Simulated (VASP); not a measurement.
A run of VASP 6.6.1:

Contents of INCAR:

```
PREC     = Accurate       # precision mode
ENCUT    = 520            # plane-wave cutoff, eV
EDIFF    = 1E-6           # SCF threshold, eV
ISMEAR   = 0              # smearing method
SIGMA    = 0.15           # smearing width, eV
LREAL    = F              # projectors in reciprocal space
LASPH    = T              # aspherical terms in the spheres
NELM     = 60             # most SCF steps
ALGO     = Fast           # electronic algorithm
ISIF     = 2              # what is computed and relaxed
LWAVE    = F              # write WAVECAR
LCHARG   = T              # write CHGCAR
GGA      = PS             # functional
LELF     = T              # ELF
LVHAR    = T            
NBANDS   = 40             # bands
```

KPOINTS

```
Automatic mesh
0
Gamma
  8 8 10
```

POSCAR

```
Al3Ni5
1.0
    3.2933322760     -3.6919375971      0.0000000000
    3.2933322760      3.6919375971      0.0000000000
    0.0000000000      0.0000000000      3.7203545651
Al Ni
3 5
Direct
    0.5000000000      0.5000000000      0.0335989481
    0.7796888787      0.2203111213      0.5335989481
    0.2203111213      0.7796888787      0.5335989481
    0.0000000000      0.0000000000      0.0000000000
    0.0000000000      0.5000000000      0.0000000000
    0.5000000000      0.0000000000      0.0000000000
    0.2762373066      0.2762373066      0.5000000000
    0.7237626934      0.7237626934      0.5000000000
```

Potentials or basis: VASP PAW PBE potentials, release 64 (Al, Ni).

The run is started by

```bash
$ cat potpaw_PBE.64/Al/POTCAR potpaw_PBE.64/Ni/POTCAR > POTCAR
$ mpirun -np 1 vasp_std > vasp.out
```

Hardware: 1 thread of Intel Xeon 8259CL (shared host).

How long does it take, and how much memory?

Run time: 13 min on 1 thread of Intel Xeon 8259CL, with other jobs on the host, peak memory 0.45 GiB. Counts: scf iterations 17, k points 126.
